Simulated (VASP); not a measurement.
Write the native input for VASP 6.6.1 that does the following.

| Quantity | Value |
| --- | --- |
| Task | single point |
| Functional | PBE |
| Dispersion | D3(BJ) |
| Potentials or basis | VASP PAW PBE potentials, release 64 (Hf_pv, N) |
| Cutoff | 520 eV |
| k mesh | 4 × 6 × 1 |
| Occupations | gaussian, width 0.1 eV |
| Spin | no spin polarisation |
| Dipole correction | yes |
| Further INCAR settings | ALGO = Normal; EDIFF = 1e-06; NBANDS = 56 |

The structure of Hf4N lies in POSCAR:

```
Hf4N
1.0
    6.3423521406      0.0000000000      0.0000000000
    0.0000000000      5.0167614026      0.0000000000
    0.0000000000      0.0000000000     22.1665201410
Hf N
8 2
Direct
    0.0000000000      0.7500000000      0.1804523206
    0.5000000000      0.7500000000      0.1804523206
    0.2500000000      0.2500000000      0.2217506242
    0.7500000000      0.2500000000      0.2217506242
    0.2500000000      0.7500000000      0.2964821324
    0.7500000000      0.7500000000      0.2964821324
    0.0000000000      0.2500000000      0.3368377216
    0.5000000000      0.2500000000      0.3368377216
    0.0000000000      0.5000000000      0.4992448102
    0.0000000000      0.5000000000      0.5488691984
```

The input as run:

INCAR

```
  ALGO = Normal
  DIPOL = 0.5 0.5 0.312
  EDIFF = 1E-6
  ENCUT = 520
  GGA = PE
  IDIPOL = 3
  ISIF = 2
  ISMEAR = 0
  IVDW = 12
  LASPH = T
  LCHARG = F
  LDIPOL = T
  LREAL = F
  LWAVE = F
  NBANDS = 56
  NELM = 80
  PREC = Accurate
  SIGMA = 0.1
```

KPOINTS

```
k-points
0
Gamma
  4 6 1
```

Potentials or basis: VASP PAW PBE potentials, release 64 (Hf_pv, N).

The run is started by

```sh
$ cat potpaw_PBE.64/Hf_pv/POTCAR potpaw_PBE.64/N/POTCAR > POTCAR
$ mpirun -np 1 vasp_std > vasp.out
```

Results of the run:

* Largest force: 2.225 eV/Å
* Band gap on the k mesh: zero (bands 45 and 46 overlap by 0.44 eV)
* Dispersion energy per atom: -0.208 eV

Caveat: the standard files for N, O and F lose accuracy on very short bonds; spin-orbit coupling is left out, which moves the levels of the heavy elements.

Wall time 13 min on 1 thread of Intel(R) Xeon(R) 6975P-C (Granite Rapids) (shared host), peak memory 0.83 GiB.
